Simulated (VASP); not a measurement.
Runs of VASP 6.6.1 on CdSe. The structure is that of space group F-43m (No. 216), or close to it. The cells are those of the table. 

```tsv
cell	gap on the mesh (eV)	pressure (GPa)
a = 4.165 Å, angles 60.0°, 2 atoms	0.79	(b)
a = 4.295 Å, angles 60.0°, 2 atoms	0.60	(c)
a = 4.252 Å, angles 60.0°, 2 atoms	0.67	5.6
a = 4.208 Å, angles 60.0°, 2 atoms	0.73	7.9
a = 4.382 Å, angles 60.0°, 2 atoms	0.48	(a)
```

Alike in all rows: task single point; level PBE; potentials or basis VASP PAW PBE potentials, release 64 (Cd, Se); no spin polarisation; k mesh 4 × 4 × 4; cutoff (eV) 500; smearing gaussian 0.01 eV.

**Question.** Fill in the values left out.

**Answer.** (a) 0.4; (b) 10.5; (c) 3.6.

Caveats: all runs use coarse meshes.

A k mesh can miss the band edges, and the runs leave out spin-orbit coupling on Cd, Se.
